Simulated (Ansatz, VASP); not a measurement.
# NiO in VASP and in Ansatz

Contents of INCAR:

```
SYSTEM = NiO
ALGO = Normal
EDIFF = 1E-8
ENCUT = 520
GGA = PE
ISIF = 2
ISMEAR = -1
ISPIN = 2
LASPH = .TRUE.
LCHARG = .FALSE.
LEFG = .TRUE.
LMAXMIX = 4
LORBIT = 11
LREAL = .FALSE.
LWAVE = .FALSE.
MAGMOM = 1.5 0
NBANDS = 19
NELM = 150
PREC = Accurate
SIGMA = 0.03
```

File KPOINTS:

```
k-points
0
G
  17 17 17
  0 0 0
```

The input POSCAR:

```
NiO
1.0
    0.0000000000      2.0982579248      2.0982579248
    2.0982579248      0.0000000000      2.0982579248
    2.0982579248      2.0982579248      0.0000000000
Ni O
1 1
Direct
    0.0000000000      0.0000000000      0.0000000000
    0.5000000000      0.5000000000      0.5000000000
```

Input for Ansatz:

```yaml
crystal:
  lattice:
    - [0.0, 2.0982579248, 2.0982579248]
    - [2.0982579248, 0.0, 2.0982579248]
    - [2.0982579248, 2.0982579248, 0.0]
  atoms:
    - { symbol: Ni, position: [0.0, 0.0, 0.0], spin: 1.5 }
    - { symbol: O, position: [0.5, 0.5, 0.5] }
magnetization:
  spin_polarized: true
kpoints:
  mp_grid: { grid: [17, 17, 17] }
scf:
  occupations: { method: fermi_dirac, width: 0.03 }
hamiltonian:
  xc: pbe
  pseudopotentials: { kind: paw }
output:
  forces: true
  stress: true
  eigenvalues: true
  efg: { contact_densities: true }
  write_density: true
  write_potential: true
  elf: true
  volumetric_format: npy
```

Change from the starting cell: volume scaled by 1.01, PAW files.

Alike in both runs: task electric field gradients; functional PBE; k mesh 17 × 17 × 17; occupations fermi-dirac, width 0.03 eV; collinear spin.

```csv
,VASP,Ansatz
version,VASP 6.6.1,Ansatz 0.2.0
potentials or method,"VASP PAW PBE potentials, release 64 (Ni, O)","PAW with Ansatz's default frozen-core files, scalar-relativistic"
plane-wave cutoff (eV),520,420
valence electrons in the cell,16,24
```

```tsv
	VASP	Ansatz	Ansatz less VASP
pressure (GPa)	2.0	2.4	+0.41
net moment per atom (μB)	0.87	0.89	+0.018
size of the moment on the site where the two differ most (μB)	0.26	0.29	+0.022
```

Site moments also hang on the region over which each program counts them. With one functional, cell and mesh, what is left measures potentials, basis and numerics. VASP's potentials hold 16 valence electrons a cell and Ansatz's 24, so a difference there can come from the potentials and not from the codes.
